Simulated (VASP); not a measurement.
Wanted: the native input for a VASP 6.6.1 run.

- Task: single point
- Functional: PBE
- Potentials or basis: VASP PAW PBE potentials, release 64 (Ga_d)
- Cutoff: 520 eV
- k mesh: 19 × 19 × 19
- Occupations: fermi-dirac, width 0.05 eV
- Spin: no spin polarisation
- Dipole correction: no
- Further INCAR settings: ALGO = Normal; EDIFF = 1e-06; NBANDS = 12

The structure of Ga lies in POSCAR:

```
Ga
1.0
    2.0356559130      0.0000000000      0.0000000000
    0.0000000000      2.0356559130      0.0000000000
    0.0000000000      0.0000000000      2.0356559130
Ga
1
Direct
    0.0000000000      0.0000000000      0.0000000000
```

One way to write it, as run:

INCAR

```
SYSTEM = Ga
PREC     = Accurate       ! precision mode
ENCUT    = 520            ! plane-wave cutoff, eV
EDIFF    = 1E-6           ! SCF threshold, eV
ISMEAR   = -1             ! smearing method
SIGMA    = 0.05           ! smearing width, eV
LREAL    = .False.        ! projectors in reciprocal space
LASPH    = .True.         ! aspherical terms in the spheres
NELM     = 80             ! most SCF steps
ALGO     = Normal         ! electronic algorithm
ISIF     = 2              ! what is computed and relaxed
LWAVE    = .False.        ! write WAVECAR
LCHARG   = .False.        ! write CHGCAR
GGA      = PE             ! functional
NBANDS   = 12             ! bands
```

KPOINTS

```
regular mesh
0
Gamma
  19 19 19
  0 0 0
```

Potentials or basis: VASP PAW PBE potentials, release 64 (Ga_d).

Run with:

```sh
$ cat potpaw_PBE.64/Ga_d/POTCAR > POTCAR
$ mpirun -np 1 vasp_std > vasp.out
```

Results of the run:

```json
{
  "Pressure": "335.7 GPa"
}
```

Wall time 9.2 s on 1 thread of Intel(R) Xeon(R) Platinum 8259CL CPU @ 2.50GHz (Skylake/Cascade Lake), on a shared host, peak memory 0.13 GiB.
